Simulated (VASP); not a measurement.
# Zn (Im-3m) in VASP: notebook

Runs on Zn. Level: PBE. Tasks: single point, relaxation of cell and atoms.

Everything below comes from runs of VASP 6.6.1. Logs are shortened: lines on timing, memory, paths and dates and some standing lists are left out, and cuts for length are marked.

**1. The cell of the first run**

It takes space group Im-3m (No. 229, cubic). Conventional cell: a = 3.131 Å, b = 3.131 Å, c = 3.131 Å, α = 90.00°, β = 90.00°, γ = 90.00°. Zn (site symmetry m-3m) has 14 Zn at 2.71 to 3.13 Å within 3.6 Å.

**2. Single point, PBE**

Contents of INCAR:

```
SYSTEM = Zn
PREC = Accurate ; ENCUT = 520
EDIFF = 1E-7 ; ISMEAR = 1
SIGMA = 0.1 ; LREAL = .False.
LASPH = .True. ; NELM = 60
ALGO = Normal ; ISIF = 2
LWAVE = .False. ; LCHARG = .False.
GGA = PE ; NBANDS = 12
```

Contents of KPOINTS:

```
regular mesh
0
Gamma
  18 18 18
  0 0 0
```

Contents of POSCAR:

```
Zn
1.0
    1.5655263818      1.5655263818      1.5655263818
   -1.5655263818      1.5655263818      1.5655263818
   -1.5655263818     -1.5655263818      1.5655263818
Zn
1
Direct
    0.0000000000      0.0000000000      0.0000000000
```

Potentials or basis: VASP PAW PBE potentials, release 64 (Zn).

Run with:

```
$ cat potpaw_PBE.64/Zn/POTCAR > POTCAR
$ mpirun -np 1 vasp_std > vasp.out
```

OUTCAR:

```text
SYSTEM = Zn
   PREC = Accurate
   ENCUT = 520
   EDIFF = 1E-7
   ISMEAR = 1
   LREAL = .False.
   LASPH = .True.
   NELM = 60
   ISIF = 2
   GGA = PE

 ion  position               nearest neighbor table
   1  0.000  0.000  0.000-

  LATTYP: Found a body centered cubic cell.
 ALAT       =     3.1310527636

  Lattice vectors:

 A1 = (   1.5655263818,  -1.5655263818,  -1.5655263818)
 A2 = (   1.5655263818,   1.5655263818,   1.5655263818)
 A3 = (  -1.5655263818,  -1.5655263818,   1.5655263818)

Analysis of symmetry for initial positions (statically):
=====================================================================
 Subroutine PRICEL returns:
 Original cell was already a primitive cell.

 Routine SETGRP: Setting up the symmetry group for a
 body centered cubic supercell.

 Subroutine GETGRP returns: Found 48 space group operations
 (whereof 48 operations were pure point group operations)
 out of a pool of 48 trial point group operations.

The static configuration has the point symmetry O_h .

Analysis of symmetry for dynamics (positions and initial velocities):
=====================================================================
 Subroutine PRICEL returns:
 Original cell was already a primitive cell.

 Routine SETGRP: Setting up the symmetry group for a
 body centered cubic supercell.

 Subroutine GETGRP returns: Found 48 space group operations
 (whereof 48 operations were pure point group operations)
 out of a pool of 48 trial point group operations.

The dynamic configuration has the point symmetry O_h .

 Subroutine INISYM returns: Found 48 space group operations
 (whereof 48 operations are pure point group operations),
 and found     1 'primitive' translations

----------------------------------------------------------------------------------------

                                     Primitive cell

  volume of cell :      15.3476

  direct lattice vectors                    reciprocal lattice vectors
     1.565526382  1.565526382  1.565526382     0.319381395  0.000000000  0.319381395
    -1.565526382  1.565526382  1.565526382    -0.319381395  0.319381395  0.000000000
    -1.565526382 -1.565526382  1.565526382     0.000000000 -0.319381395  0.319381395

  length of vectors
     2.711571234  2.711571234  2.711571234     0.451673501  0.451673501  0.451673501

  position of ions in fractional coordinates (direct lattice)
     0.000000000  0.000000000  0.000000000

  ion indices of the primitive-cell ions
   primitive index   ion index
                 1           1

[... 81 lines left out ...]
   PSTRESS=    0.0 pullay stress
   NELECT =      12.0000    total number of electrons
   NUPDOWN=      -1.0000    fix difference up-down
   EMIN   =  10.00;   EMAX   =-10.00  energy-range for DOS
   EFERMI =   0.00;   METHOD = LEGACY
   ISMEAR =     1;   SIGMA  =   0.10  broadening in eV -4-tet -1-fermi 0-gaus
   EFERMI_NEDOS =   21; number of points for ismear=-14 and -15
   IALGO  =     38    algorithm
   IMIX   =      4    mixing-type and parameters
     AMIX     =   0.40;   BMIX     =  1.00
     AMIX_MAG =   1.60;   BMIX_MAG =  1.00
  volume/ion in A,a.u.               =      15.35       103.57
  Fermi-wavevector in a.u.,A,eV,Ry     =   1.508186  2.850058 30.948145  2.274625
  Thomas-Fermi vector in A             =   2.618673
   LORBIT       =      0    0 simple, 1 ext, 2 COOP (PROOUT), +10 PAW based schemes
   GGA     = PE    functional components
   LHFCALC =     F    Hartree Fock is set to
   AEXX    =    0.0000 exact exchange contribution
   IVDW    =     0    specifies the selected vdW correction
   LEPSILON=     F    determine dielectric tensor
   LRPA    =     F    only Hartree local field effects (RPA)
 non-spin polarized calculation
 Methfessel and Paxton  Order N= 1 SIGMA  =   0.10
  energy-cutoff  :      520.00
  volume of cell :       15.35
 maximum number of plane-waves:       430
   NGX =  9   NGY =  9   NGZ =  9

 number of electron      12.0000024 magnetization

 Free energy of the ion-electron system (eV)
  ---------------------------------------------------
  ext. energy  EPLUGINS =         0.00000000
  ---------------------------------------------------
  free energy    TOTEN  =        -1.02260814 eV

  energy without entropy =       -1.02254943  energy(sigma->0) =       -1.02258857

 E-fermi :   3.1104     XC(G=0): -11.5188

 val. band max:        3.0847208117   @ k =  -0.4444   0.1667   0.0000
 cond. band min:       3.1405050464   @ k =   0.2778  -0.3333   0.1111
 fundamental gap:      0.0557842347
 Fermi energy:         3.1104131152

 k-point     1 :       0.0000    0.0000    0.0000
  band No.  band energies     occupation
      1      -7.2548      2.00000
      2      -4.6379      2.00000
      3      -4.6379      2.00000
      4      -4.6379      2.00000
      5      -4.1355      2.00000
      6      -4.1355      2.00000
      7      22.2095      0.00000
      8      22.2095      0.00000
      9      22.2095      0.00000
     10      23.9068      0.00000
     11      23.9068      0.00000
     12      23.9068      0.00000
[... 331 lines left out ...]
 k-point    24 :       0.5000    0.1111    0.0000
  band No.  band energies     occupation
      1      -5.1872      2.00000
      2      -4.9043      2.00000
      3      -4.1863      2.00000
      4      -4.1582      2.00000
      5      -3.9266      2.00000
      6      -0.1860      2.00000
      7       3.6341     -0.00000
      8      11.9218      0.00000
      9      14.9892      0.00000
     10      20.0736      0.00000
     11      22.9942      0.00000
     12      27.7122      0.00000

 [... further k-points ...]

------------------------ aborting loop because EDIFF is reached ----------------------------------------

  FORCE on cell =-STRESS in cart. coord.  units (eV):
  Direction    XX          YY          ZZ          XY          YZ          ZX
  --------------------------------------------------------------------------------------
  -------------------------------------------------------------------------------------
  Total        0.0319518      0.0319518      0.0319518      0.0000000      0.0000000     -0.0000000
  in kB        3.3355322      3.3355322      3.3355322      0.0000000      0.0000000     -0.0000000
  external PRESSURE =       3.3355322 kB  Pullay stress =       0.0000000 kB

 VOLUME and BASIS-vectors are now :
 -----------------------------------------------------------------------------
  energy-cutoff  :      520.00
  volume of cell :       15.35
      direct lattice vectors                 reciprocal lattice vectors
     1.565526382  1.565526382  1.565526382     0.319381395  0.000000000  0.319381395
    -1.565526382  1.565526382  1.565526382    -0.319381395  0.319381395  0.000000000
    -1.565526382 -1.565526382  1.565526382     0.000000000 -0.319381395  0.319381395

 POSITION                                       TOTAL-FORCE (eV/Angst)
 -----------------------------------------------------------------------------------
      0.00000      0.00000      0.00000        -0.000000      0.000000      0.000000
 -----------------------------------------------------------------------------------
    total drift:                                0.000000      0.000000     -0.000000

  FREE ENERGIE OF THE ION-ELECTRON SYSTEM (eV)
  ---------------------------------------------------
  free  energy   TOTEN  =        -1.0226081393 eV

  energy  without entropy=       -1.0225494334  energy(sigma->0) =       -1.02258857
```

Wall time 54 s (1 thread of AMD EPYC 7R13, shared host); peak memory 0.12 GiB.

Results:

```
Free energy            : -1.0226 eV
Pressure               : 0.3 GPa
Band gap on the k mesh : zero (band 6 reaches 7.33 eV, above the bottom of band 7 at 2.15 eV)
```

**3. Relaxation of cell and atoms, PBE**

Contents of INCAR:

```
SYSTEM = Zn
PREC = Accurate
ENCUT = 600
EDIFF = 1E-6
ISMEAR = 1
SIGMA = 0.1
LREAL = .False.
LASPH = .True.
NELM = 80
ALGO = Normal
ISIF = 3
LWAVE = .False.
LCHARG = .False.
GGA = PE
IBRION = 2
NSW = 80
EDIFFG = -0.03
```

KPOINTS is that of step 2.

Contents of POSCAR:

```
Zn
1.0
    1.5650000000      1.5650000000      1.5650000000
   -1.5650000000      1.5650000000      1.5650000000
   -1.5650000000     -1.5650000000      1.5650000000
Zn
1
Direct
    0.0000000000      0.0000000000      0.0000000000
```

Potentials or basis: VASP PAW PBE potentials, release 64 (Zn).

Run with:

```
$ cat potpaw_PBE.64/Zn/POTCAR > POTCAR
$ mpirun -np 1 vasp_std > vasp.out
```

Run time: 86 s. Hardware: 1 thread of AMD EPYC 7R13, shared host; peak memory 0.14 GiB.

The run converged. Its results:

| Item | Value |
| --- | --- |
| Free energy | -1.0224 eV |
| Relaxed volume | 15.42 Å³/atom |
| Relaxed cell | a = 2.716 Å, b = 2.716 Å, c = 2.716 Å, α = 70.53°, β = 109.47°, γ = 70.53° |
| Space group after relaxing (to 0.05 Å) | Im-3m (No. 229) |
| Energy gained by relaxing | 0.1 meV/atom |
| Ionic steps | 2 |
| Pressure after relaxing | 0.0 GPa |
| Band gap on the k mesh | zero (band 6 reaches 7.29 eV, above the bottom of band 7 at 2.11 eV) |

Final structure:
```xyz
1
Lattice="1.5678 1.5678 1.5678 -1.5678 1.5678 1.5678 -1.5678 -1.5678 1.5678" Properties=species:S:1:pos:R:3 pbc="T T T"
Zn    0.0000    0.0000    3.1357
```

Levels at points of the mesh, in eV from the Fermi level:
```
           k point  band 4  band 5  band 6  band 7  band 8  band 9
(0.00, 0.00, 0.00)   -7.73   -7.23   -7.23   19.03   19.03   19.03
(0.50, 0.00, 0.00)   -7.20   -6.90   -2.62   -0.96   11.32   12.70
(0.50, 0.50, 0.50)   -6.98   -6.98    4.22    4.22    4.22    7.50
```

(Part 1 of 2 ends here.)
